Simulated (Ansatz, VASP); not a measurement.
## Two plane-wave programs on CdS

```
Cd S
1.0
     0.00000    2.71603    2.71603
     2.71603    0.00000    2.71603
     2.71603    2.71603    0.00000
Cd S
1 1
Cartesian
  0.0000 0.0000 0.0000
  2.7160 2.7160 2.7160
```

Alike in both runs: task single point; functional PBE0; k mesh 4 × 4 × 4; occupations fermi-dirac, width 0.05 eV; no spin polarisation.

|  | VASP | Ansatz |
| --- | --- | --- |
| version | VASP 6.6.1 | Ansatz 0.2.0 |
| potentials or method | VASP PAW PBE potentials, release 64 (Cd, S) | Ansatz PAW |
| plane-wave cutoff (eV) | 520 | 420 |
| valence electrons in the cell | 18 | 26 |

Ansatz gave:

| Property | Result |
| --- | --- |
| gap on the k mesh at the Fermi level (eV) | 1.93 |
| least direct gap on the mesh (eV) | 3.57 |
| pressure (GPa) | 1.2 |

**Question.** Which values does VASP return?

**Answer.** gap on the k mesh at the Fermi level (eV): 1.96; least direct gap on the mesh (eV): 3.59; pressure (GPa): 1.5.

VASP's potentials hold 18 valence electrons a cell and Ansatz's 26, so a difference there can come from the potentials and not from the codes.

The k mesh is coarse, so the values compare programs but aren't converged.
